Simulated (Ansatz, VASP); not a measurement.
## AlN: VASP beside Ansatz

```xyz
16
Lattice="1.5533 -2.6905 0.0000 0.0000 0.0000 -4.9784 9.9673 4.2598 2.0745" Properties=species:S:1:pos:R:3 pbc="T T T"
Al    8.5433    3.1389   -4.9700
Al    0.7767    0.4484   -4.9700
Al    3.8833    0.4484   -4.9700
Al    5.4367    3.1389   -4.9700
Al    8.5433    4.9325   -2.4808
Al    2.3300   -0.4484   -2.4808
Al    3.8833    2.2420   -2.4808
Al    6.9900    2.2420   -2.4808
N     8.5433    3.1389   -3.0701
N     0.7767    0.4484   -3.0701
N     3.8833    0.4484   -3.0701
N     5.4367    3.1389   -3.0701
N     8.5433    4.9325   -0.5809
N     2.3300   -0.4484   -0.5809
N     3.8833    2.2420   -0.5809
N     6.9900    2.2420   -0.5809
```

Alike in both runs: task single point; functional r2SCAN; k mesh 7 × 5 × 2; occupations gaussian, width 0.05 eV; no spin polarisation.

|  | VASP | Ansatz |
| --- | --- | --- |
| version | VASP 6.6.1 | Ansatz 0.2.0 |
| potentials or method | VASP PAW PBE potentials, release 64 (Al, N), cutoff 520 eV | scalar-relativistic, plane waves, PAW |
| valence electrons in the cell | 64 | 64 |

Ansatz gave:

```
gap on the k mesh at the Fermi level (eV)                     : none
pressure (GPa)                                                : 4.8
traceless stress, the component that is largest in VASP (GPa) : -7.46
rms of the force components (eV/Å)                            : 1.333
```

Task: What did VASP give for the same quantities?

Result: gap on the k mesh at the Fermi level (eV): none; pressure (GPa): 4.4; traceless stress, the component that is largest in VASP (GPa): -7.41; rms of the force components (eV/Å): 1.331.

VASP's potentials were made for PBE, not for r2SCAN. Atom by atom the forces differ by 0.008 eV/Å (rms over components). A gap of «none» marks a metal or a gap that the smearing closes.
